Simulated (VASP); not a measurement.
# Cu3Sb: relaxation of cell and atoms with LDA

The system is Cu3Sb.

```xyz
4
Lattice="3.9104 0.0000 0.0000 0.0000 3.9104 0.0000 0.0000 0.0000 3.9104" Properties=species:S:1:pos:R:3 pbc="T T T"
Cu    1.9552    1.9552    0.0000
Cu    1.9552    0.0000    1.9552
Cu    0.0000    1.9552    1.9552
Sb    0.0000    0.0000    0.0000
```

```
Program                : VASP 6.6.1
Task                   : relaxation of cell and atoms
Functional             : LDA
Potentials or basis    : VASP PAW LDA potentials, release 64 (Cu, Sb)
Cutoff                 : 600 eV
k mesh                 : 12 × 12 × 12
Occupations            : gaussian, width 0.1 eV
Spin                   : no spin polarisation
Dipole correction      : no
Further INCAR settings : ALGO = Fast; EDIFF = 1e-06; IBRION = 2; EDIFFG = -0.005; NSW = 70; ISIF = 3
```

| Quantity | Value |
| --- | --- |
| Relaxed volume | 13.77 Å³/atom |
| Relaxed cell | a = 3.804 Å, b = 3.804 Å, c = 3.804 Å, α = 90.00°, β = 90.00°, γ = 90.00° |
| Space group after relaxing (to 0.1 Å) | Pm-3m (No. 221) |
| Energy gained by relaxing | 38.7 meV/atom |
| Ionic steps | 10 |
| Pressure after relaxing | 0.0 GPa |
| Band gap on the k mesh | zero (bands 19 and 20 overlap by 2.80 eV) |

Step by step:
```tsv
step	energy change (eV)	largest force (eV/Å)	pressure (GPa)	volume (Å³)
1	0.0000	0.0000	-8.98	59.80
2	-0.1154	0.0000	6.21	52.83
3	-0.1547	0.0000	0.35	54.92
4	-0.1547	0.0000	-0.45	55.08
5	-0.1547	0.0000	-0.07	55.07
6	-0.1547	0.0000	-0.26	55.07
7	-0.1547	0.0000	-0.07	55.07
8	-0.1547	0.0000	-0.14	55.07
9	-0.1547	0.0000	-0.08	55.06
10	-0.1547	0.0000	0.05	55.06
```

Final structure:
```xyz
4
Lattice="3.8044 0.0000 0.0000 0.0000 3.8044 0.0000 0.0000 0.0000 3.8044" Properties=species:S:1:pos:R:3 pbc="T T T"
Cu    1.9022    1.9022    0.0000
Cu    1.9022    0.0000    1.9022
Cu    0.0000    1.9022    1.9022
Sb    0.0000    0.0000    0.0000
```

Levels at points of the mesh, in eV from the Fermi level:
```
           k point  band 17  band 18  band 19  band 20  band 21  band 22
(0.00, 0.00, 0.00)    -2.37    -2.37    -2.37     0.74     3.34     3.34
(0.50, 0.00, 0.00)    -2.37     0.89     0.89     1.75     3.16     3.16
(0.50, 0.50, 0.00)    -2.95    -1.92    -1.92     2.74     4.00     5.55
(0.50, 0.50, 0.50)    -2.52    -2.52    -1.97    -1.74     0.84     0.84
```

Wall time 15 min on 1 thread of Oxide Virtual Turin-like Processor, on a shared host, peak memory 0.23 GiB.

Caveat: spin-orbit coupling is left out, which moves the levels of the heavy elements.
